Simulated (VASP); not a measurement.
# Ni2Ge (P6_3/mmc) in VASP: single point with PBEsol

Aim: the single point of Ni2Ge with PBEsol.

Everything below comes from runs of VASP 6.6.1. Logs are shortened: lines on timing, memory, paths and dates and some standing lists are left out, and cuts for length are marked.

## Step 1: The cell of the first run

It takes space group P6_3/mmc (No. 194, hexagonal). The conventional cell has a = 3.973 Å, b = 3.973 Å, c = 5.011 Å, α = 90.00°, β = 90.00°, γ = 120.00°. Ni (site symmetry -6m2) has 5 Ge at 2.29 to 2.51 Å and 6 Ni at 2.61 Å within 3.0 Å. Ni (site symmetry -3m) has 8 Ni at 2.51 to 2.61 Å and 6 Ge at 2.61 Å within 3.3 Å. Ge (site symmetry -6m2) has 11 Ni at 2.29 to 2.61 Å within 3.0 Å.

## Step 2: Single point, PBEsol

File INCAR:

```
SYSTEM = Ni2Ge
PREC     = Accurate       ! precision mode
ENCUT    = 520            ! plane-wave cutoff, eV
EDIFF    = 1E-7           ! SCF threshold, eV
ISMEAR   = -1             ! smearing method
SIGMA    = 0.05           ! smearing width, eV
LREAL    = .False.        ! projectors in reciprocal space
LASPH    = .True.         ! aspherical terms in the spheres
NELM     = 100            ! most SCF steps
ALGO     = Normal         ! electronic algorithm
ISIF     = 2              ! what is computed and relaxed
LWAVE    = .False.        ! write WAVECAR
LCHARG   = .False.        ! write CHGCAR
GGA      = PS             ! functional
NBANDS   = 43             ! bands
```

File KPOINTS:

```
Automatic mesh
0
Gamma
  10 10 7
  0 0 0
```

File POSCAR:

```
Ni2Ge
1.0
    3.9728289510      0.0000000000      0.0000000000
   -1.9864144755      3.4405707965      0.0000000000
    0.0000000000      0.0000000000      5.0108600714
Ni Ge
4 2
Direct
    0.6666666667      0.3333333333      0.2500000000
    0.3333333333      0.6666666667      0.7500000000
    0.0000000000      0.0000000000      0.0000000000
    0.0000000000      0.0000000000      0.5000000000
    0.6666666667      0.3333333333      0.7500000000
    0.3333333333      0.6666666667      0.2500000000
```

Potentials or basis: VASP PAW PBE potentials, release 64 (Ni, Ge_d).

The run is started by

```console
> cat potpaw_PBE.64/Ni/POTCAR potpaw_PBE.64/Ge_d/POTCAR > POTCAR
> mpirun -np 1 vasp_std > vasp.out
```

OUTCAR:

```text
SYSTEM = Ni2Ge
   PREC = Accurate
   ENCUT = 520
   EDIFF = 1E-7
   ISMEAR = -1
   LREAL = .False.
   LASPH = .True.
   NELM = 100
   ISIF = 2
   GGA = PS

 ion  position               nearest neighbor table
   1  0.667  0.333  0.250-   6 2.29   6 2.29   6 2.29   5 2.51   5 2.51   3 2.61   4 2.61   3 2.61
                             4 2.61   3 2.61   4 2.61
   2  0.333  0.667  0.750-   5 2.29   5 2.29   5 2.29   6 2.51   6 2.51   3 2.61   4 2.61   4 2.61
                             3 2.61   4 2.61   3 2.61
   3  0.000  0.000  0.000-   4 2.51   4 2.51   1 2.61   5 2.61   6 2.61   2 2.61   1 2.61   5 2.61
                             2 2.61   6 2.61   1 2.61   5 2.61   2 2.61   6 2.61
   4  0.000  0.000  0.500-   3 2.51   3 2.51   1 2.61   5 2.61   6 2.61   2 2.61   1 2.61   5 2.61
                             2 2.61   6 2.61   1 2.61   5 2.61   2 2.61   6 2.61
   5  0.667  0.333  0.750-   2 2.29   2 2.29   2 2.29   1 2.51   1 2.51   3 2.61   4 2.61   3 2.61
                             4 2.61   3 2.61   4 2.61
   6  0.333  0.667  0.250-   1 2.29   1 2.29   1 2.29   2 2.51   2 2.51   3 2.61   4 2.61   4 2.61
                             3 2.61   4 2.61   3 2.61

  LATTYP: Found a hexagonal cell.
 ALAT       =     3.9728289510
 C/A-ratio  =     1.2612826108

  Lattice vectors:

 A1 = (   3.9728289510,   0.0000000000,   0.0000000000)
 A2 = (  -1.9864144755,   3.4405707965,   0.0000000000)
 A3 = (   0.0000000000,   0.0000000000,   5.0108600714)

Analysis of symmetry for initial positions (statically):
=====================================================================
 Subroutine PRICEL returns:
 Original cell was already a primitive cell.

 Routine SETGRP: Setting up the symmetry group for a
 hexagonal supercell.

 Subroutine GETGRP returns: Found 24 space group operations
 (whereof 12 operations were pure point group operations)
 out of a pool of 24 trial point group operations.

The static configuration has the point symmetry D_3d.
 The point group associated with its full space group is D_6h.

Analysis of symmetry for dynamics (positions and initial velocities):
=====================================================================
 Subroutine PRICEL returns:
 Original cell was already a primitive cell.

 Routine SETGRP: Setting up the symmetry group for a
 hexagonal supercell.

 Subroutine GETGRP returns: Found 24 space group operations
 (whereof 12 operations were pure point group operations)
 out of a pool of 24 trial point group operations.

The dynamic configuration has the point symmetry D_3d.
 The point group associated with its full space group is D_6h.

 Subroutine INISYM returns: Found 24 space group operations
 (whereof 12 operations are pure point group operations),
 and found     1 'primitive' translations

----------------------------------------------------------------------------------------

                                     Primitive cell

  volume of cell :      68.4924

  direct lattice vectors                    reciprocal lattice vectors
     3.972828951  0.000000000  0.000000000     0.251709805  0.145324724  0.000000000
    -1.986414475  3.440570796  0.000000000     0.000000000  0.290649447  0.000000000
     0.000000000  0.000000000  5.010860071     0.000000000  0.000000000  0.199566539

  length of vectors
     3.972828951  3.972828951  5.010860071     0.290649447  0.290649447  0.199566539

  position of ions in fractional coordinates (direct lattice)
     0.666666667  0.333333333  0.250000000
     0.333333333  0.666666667  0.750000000
     0.000000000  0.000000000  0.000000000
     0.000000000  0.000000000  0.500000000
     0.666666667  0.333333333  0.750000000
     0.333333333  0.666666667  0.250000000

  ion indices of the primitive-cell ions
   primitive index   ion index
                 1           1
                 2           2
                 3           3
                 4           4
                 5           5
                 6           6

----------------------------------------------------------------------------------------

 KPOINTS: Automatic mesh

Automatic generation of k-mesh.
 Grid dimensions read from file:
 generate k-points for:   10   10    7

 Generating k-lattice:

  Cartesian coordinates                     Fractional coordinates (reciprocal lattice)
     0.025170980  0.014532472  0.000000000     0.100000000  0.000000000  0.000000000
     0.000000000  0.029064945  0.000000000     0.000000000  0.100000000  0.000000000
     0.000000000  0.000000000  0.028509506     0.000000000  0.000000000  0.142857143

  Length of vectors
     0.029064945  0.029064945  0.028509506

  Shift w.r.t. Gamma in fractional coordinates (k-lattice)
     0.000000000  0.000000000  0.000000000

 Subroutine IBZKPT returns following result:
 ===========================================

 Found     56 irreducible k-points:

 Following reciprocal coordinates:
            Coordinates               Weight
  0.000000  0.000000  0.000000      1.000000
  0.100000 -0.000000  0.000000      6.000000
  0.200000 -0.000000  0.000000      6.000000
  0.300000  0.000000  0.000000      6.000000
  0.400000  0.000000  0.000000      6.000000
  0.500000 -0.000000  0.000000      3.000000
[... 16 lines left out ...]
  0.300000  0.100000  0.142857     24.000000
  0.400000  0.100000  0.142857     24.000000
 [... further k-points ...]
   k-points           NKPTS =     56   k-points in BZ     NKDIM =     56   number of bands    NBANDS=     43
   number of dos      NEDOS =    301   number of ions     NIONS =      6
   total plane-waves  NPLWV =  36000
   dimension x,y,z NGX =    30 NGY =   30 NGZ =   40
   dimension x,y,z NGXF=    60 NGYF=   60 NGZF=   80
   ions per type =               4   2
   NGX,Y,Z   is equivalent  to a cutoff of  12.55, 12.55, 13.27 a.u.
   NGXF,Y,Z  is equivalent  to a cutoff of  25.11, 25.11, 26.54 a.u.
 SYSTEM =  Ni2Ge
   PREC   = accura    normal or accurate (medium, high low for compatibility)
   ISTART =      0    job   : 0-new  1-cont  2-samecut
   ICHARG =      2    charge: 1-file 2-atom 10-const
   ISPIN  =      1    spin polarized calculation?
   LNONCOLLINEAR =      F non collinear calculations
   LSORBIT =      F    spin-orbit coupling
   LASPH  =      T    aspherical Exc in radial PAW
   ENCUT  =  520.0 eV  38.22 Ry    6.18 a.u.   7.39  7.39  9.32*2*pi/ulx,y,z
   NELM   =    100;   NELMIN=  2; NELMDL= -5     # of ELM steps
   EDIFF  = 0.1E-06   stopping-criterion for ELM
   LREAL  =      F    real-space projection
   EDIFFG = 0.1E-05   stopping-criterion for IOM
   NSW    =      0    number of steps for IOM
   IBRION =     -1    ionic relax: 0-MD 1-quasi-New 2-CG
   NFREE  =      0    steps in history (QN), initial steepest desc. (CG)
   ISIF   =      2    stress and relaxation
   ISYM   =      2    0-nonsym 1-usesym 2-fastsym
   POTIM  = 0.5000    time-step for ionic-motion
   TEBEG  =    0.0;   TEEND  =   0.0 temperature during run
   PSTRESS=    0.0 pullay stress
   NELECT =      68.0000    total number of electrons
   NUPDOWN=      -1.0000    fix difference up-down
   EMIN   =  10.00;   EMAX   =-10.00  energy-range for DOS
   EFERMI =   0.00;   METHOD = LEGACY
   ISMEAR =    -1;   SIGMA  =   0.05  broadening in eV -4-tet -1-fermi 0-gaus
   EFERMI_NEDOS =   21; number of points for ismear=-14 and -15
   IALGO  =     38    algorithm
   IMIX   =      4    mixing-type and parameters
     AMIX     =   0.40;   BMIX     =  1.00
     AMIX_MAG =   1.60;   BMIX_MAG =  1.00
  volume/ion in A,a.u.               =      11.42        77.03
  Fermi-wavevector in a.u.,A,eV,Ry     =   1.633166  3.086236 36.289871  2.667230
  Thomas-Fermi vector in A             =   2.725016
   LORBIT       =      0    0 simple, 1 ext, 2 COOP (PROOUT), +10 PAW based schemes
   GGA     = PS    functional components
   LHFCALC =     F    Hartree Fock is set to
   AEXX    =    0.0000 exact exchange contribution
   IVDW    =     0    specifies the selected vdW correction
   LEPSILON=     F    determine dielectric tensor
   LRPA    =     F    only Hartree local field effects (RPA)
 non-spin polarized calculation
  energy-cutoff  :      520.00
  volume of cell :       68.49
 maximum number of plane-waves:      1872
 NGX is ok and might be reduce to    30
   NGX = 15   NGY = 15   NGZ = 19

 number of electron      68.0000035 magnetization

 Free energy of the ion-electron system (eV)
  ---------------------------------------------------
  ext. energy  EPLUGINS =         0.00000000
  ---------------------------------------------------
  free energy    TOTEN  =       -36.49037289 eV

  energy without entropy =      -36.46190082  energy(sigma->0) =      -36.47613686

 E-fermi :  10.2870     XC(G=0): -13.5077

 val. band max:       10.2851140467   @ k =   0.2000  -0.0000   0.0000
 cond. band min:      10.3201884684   @ k =   0.3000   0.3000   0.1429
 fundamental gap:      0.0350744217
 Fermi energy:        10.2870355314

 k-point     1 :       0.0000    0.0000    0.0000
  band No.  band energies     occupation
      1     -14.4745      2.00000
      2     -14.4646      2.00000
      3     -14.4426      2.00000
      4     -14.4426      2.00000
      5     -14.4086      2.00000
      6     -14.4086      2.00000
[... 35 lines left out ...]
     42      14.8414      0.00000
     43      18.9855      0.00000

 k-point     2 :       0.1000   -0.0000    0.0000
  band No.  band energies     occupation
      1     -14.4740      2.00000
      2     -14.4643      2.00000
      3     -14.4430      2.00000
      4     -14.4421      2.00000
      5     -14.4096      2.00000
      6     -14.4082      2.00000
[... 35 lines left out ...]
     42      15.7634      0.00000
     43      18.1862      0.00000

 k-point     3 :       0.2000   -0.0000    0.0000
  band No.  band energies     occupation
      1     -14.4725      2.00000
      2     -14.4637      2.00000
      3     -14.4443      2.00000
      4     -14.4410      2.00000
      5     -14.4120      2.00000
      6     -14.4091      2.00000
[... 919 lines left out ...]
      6     -14.4122      2.00000
[... 35 lines left out ...]
     42      17.9738      0.00000
     43      18.7910      0.00000

 k-point    24 :       0.4000    0.1000    0.1429
  band No.  band energies     occupation
      1     -14.4670      2.00000
      2     -14.4628      2.00000
      3     -14.4470      2.00000
      4     -14.4359      2.00000
      5     -14.4189      2.00000
      6     -14.4132      2.00000
[... 35 lines left out ...]
     42      19.1370      0.00000
     43      19.7093      0.00000

 [... further k-points ...]

------------------------ aborting loop because EDIFF is reached ----------------------------------------

  FORCE on cell =-STRESS in cart. coord.  units (eV):
  Direction    XX          YY          ZZ          XY          YZ          ZX
  --------------------------------------------------------------------------------------
  -------------------------------------------------------------------------------------
  Total        0.1301690      0.1301690      0.0732711      0.0000000      0.0000000      0.0000000
  in kB        3.0449164      3.0449164      1.7139601      0.0000000      0.0000000      0.0000000
  external PRESSURE =       2.6012643 kB  Pullay stress =       0.0000000 kB

 VOLUME and BASIS-vectors are now :
 -----------------------------------------------------------------------------
  energy-cutoff  :      520.00
  volume of cell :       68.49
      direct lattice vectors                 reciprocal lattice vectors
     3.972828951  0.000000000  0.000000000     0.251709805  0.145324724  0.000000000
    -1.986414475  3.440570796  0.000000000     0.000000000  0.290649447  0.000000000
     0.000000000  0.000000000  5.010860071     0.000000000  0.000000000  0.199566539

 POSITION                                       TOTAL-FORCE (eV/Angst)
 -----------------------------------------------------------------------------------
      1.98641      1.14686      1.25272        -0.000000     -0.000000      0.000000
     -0.00000      2.29371      3.75815         0.000000      0.000000      0.000000
      0.00000      0.00000      0.00000         0.000000      0.000000      0.000000
      0.00000      0.00000      2.50543         0.000000      0.000000      0.000000
      1.98641      1.14686      3.75815         0.000000     -0.000000      0.000000
     -0.00000      2.29371      1.25272         0.000000     -0.000000      0.000000
 -----------------------------------------------------------------------------------
    total drift:                                0.000000     -0.000000      0.000000

  FREE ENERGIE OF THE ION-ELECTRON SYSTEM (eV)
  ---------------------------------------------------
  free  energy   TOTEN  =       -36.4903728893 eV

  energy  without entropy=      -36.4619008207  energy(sigma->0) =      -36.47613686
```

It took 2 min on 1 thread of Intel Xeon Platinum 8488C (Sapphire Rapids), shared host; peak memory 0.26 GiB.

Results:

| Quantity | Value |
| --- | --- |
| Free energy | -36.4904 eV |
| Pressure | 0.3 GPa |
| Band gap on the k mesh | zero (bands 34 and 35 overlap by 2.77 eV) |

Caveat: the PAW data sets were made with another functional, which shifts forces and pressure a little. Spin polarisation is off, so any magnetic state and its effect on volume and gap are missing.
